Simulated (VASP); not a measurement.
WSe2: single point with PBE

The system is WSe2.

```
W Se
1.0
     3.26851    0.00000    0.00000
    -1.63426    2.83061    0.00000
     0.00000    0.00000   12.67361
W Se
2 4
Direct
  0.66667 0.33333 0.75000
  0.33333 0.66667 0.25000
  0.33333 0.66667 0.88301
  0.66667 0.33333 0.38301
  0.33333 0.66667 0.61699
  0.66667 0.33333 0.11699
```

| Property | Result |
| --- | --- |
| Program | VASP 6.6.1 |
| Task | single point |
| Functional | PBE |
| Potentials or basis | VASP PAW PBE potentials, release 64 (W_sv, Se) |
| Cutoff | 520 eV |
| k mesh | 12 × 12 × 2 |
| Occupations | gaussian, width 0.02 eV |
| Spin | no spin polarisation |
| Dipole correction | no |
| Further INCAR settings | ALGO = Normal; EDIFF = 1e-06; NBANDS = 35 |

The pressure is 5.3 GPa and the largest force is 0.050 eV/Å. The band gap on the k mesh is 0.84 eV (least direct gap 1.59 eV).

Forces on the atoms (eV/Å):
```
W    0.000  0.000  0.000
W    0.000  0.000  0.000
Se   0.000  0.000  0.050
Se   0.000  0.000  0.050
Se   0.000  0.000 -0.050
Se   0.000  0.000 -0.050
```

Stress tensor (GPa, compression positive):
```
5.28 0.00 0.00
0.00 5.28 0.00
0.00 0.00 5.44
```

Levels at points of the mesh, in eV from the valence-band top:
| k point | band 22 | band 23 | band 24 | band 25 | band 26 | band 27 | band 28 | band 29 | band 30 | band 31 |
| --- | --- | --- | --- | --- | --- | --- | --- | --- | --- | --- |
| (0.00, 0.00, 0.00) | -1.46 | -1.46 | -1.26 | -0.90 | 0.00 | 2.63 | 2.63 | 2.66 | 2.66 | 2.70 |
| (0.50, 0.00, 0.00) | -2.48 | -1.54 | -1.40 | -1.34 | -1.05 | 2.17 | 2.22 | 2.25 | 2.71 | 2.89 |
| (0.00, 0.00, 0.50) | -1.50 | -1.50 | -1.50 | -0.20 | -0.20 | 2.62 | 2.62 | 2.62 | 2.62 | 2.85 |
| (0.50, 0.00, 0.50) | -2.68 | -1.41 | -1.41 | -1.23 | -1.23 | 2.19 | 2.19 | 2.52 | 2.52 | 3.34 |

Run time: 68 s on 1 thread of Intel(R) Xeon(R) 6975P-C (Granite Rapids), with other jobs on the host, peak memory 0.3 GiB.

Caveat: the cell stands under pressure; spin-orbit coupling is left out, which moves the levels of the heavy elements; this functional lacks dispersion, which binds the layers, so the pressure and a relaxed spacing across them are unreliable. A k mesh can miss the band edges.
